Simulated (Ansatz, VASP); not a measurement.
# Two plane-wave programs on CdS

Contents of INCAR:

```
SYSTEM = CdS
PREC = Accurate ; ENCUT = 520
EDIFF = 1E-6 ; ISMEAR = -1
SIGMA = 0.05 ; LREAL = .False.
LASPH = .True. ; NELM = 80
ALGO = Normal ; ISIF = 2
LWAVE = .False. ; LCHARG = .False.
GGA = B5 ; ALDAX = 1.0
AGGAX = 1.0 ; AGGAC = 1.0
ALDAC = 0.0 ; NBANDS = 26
```

File KPOINTS:

```
regular mesh
0
Gamma
  7 7 4
  0 0 0
```

POSCAR

```
CdS
1.0
    4.2313932131      0.0000000000      0.0000000000
   -2.1156966065      3.6644940159      0.0000000000
    0.0000000000      0.0000000000      6.8691315847
Cd S
2 2
Direct
    0.6666666667      0.3333333333      0.5000000000
    0.3333333333      0.6666666667      0.0000000000
    0.6666666667      0.3333333333      0.8750000000
    0.3333333333      0.6666666667      0.3750000000
```

The input input.yaml:

```yaml
crystal:
  lattice:
    - [4.2313932131, 0.0, 0.0]
    - [-2.1156966065, 3.6644940159, 0.0]
    - [0.0, 0.0, 6.8691315847]
  atoms:
    - { symbol: Cd, position: [0.6666666667, 0.3333333333, 0.5] }
    - { symbol: Cd, position: [0.3333333333, 0.6666666667, 0.0] }
    - { symbol: S, position: [0.6666666667, 0.3333333333, 0.875] }
    - { symbol: S, position: [0.3333333333, 0.6666666667, 0.375] }
hamiltonian:
  xc: blyp
  pseudopotentials: { kind: paw }
kpoints:
  mp_grid: { grid: [7, 7, 4] }
scf:
  occupations: { method: fermi_dirac, width: 0.05 }
output:
  forces: true
  stress: true
  eigenvalues: true
```

Alike in both runs: task single point; functional BLYP; k mesh 7 × 7 × 4; occupations fermi-dirac, width 0.05 eV; no spin polarisation.

```csv
,VASP,Ansatz
version,VASP 6.6.1,Ansatz 0.2.0
potentials or method,"VASP PAW PBE potentials, release 64 (Cd, S)",Ansatz PAW
plane-wave cutoff (eV),520,420
valence electrons in the cell,36,52
```

```tsv
	VASP	Ansatz	Ansatz less VASP
gap on the k mesh at the Fermi level (eV)	1.01	0.99	-0.023
least direct gap on the mesh (eV)	1.01	0.99	-0.023
pressure (GPa)	2.0	1.7	-0.30
traceless stress, the component that is largest in VASP (GPa)	0.43	0.41	-0.013
rms of the force components (eV/Å)	0.032	0.032	-0.0008
```

VASP's potentials were made for PBE, not for BLYP. Atom by atom the forces differ by 0.001 eV/Å (rms over components). VASP's potentials hold 36 valence electrons a cell and Ansatz's 52, so a difference there can come from the potentials and not from the codes.

Noted on Ansatz's run: odd divisions of the mesh miss points on the zone boundary, where band edges often lie, so the gap on the mesh can be too wide.
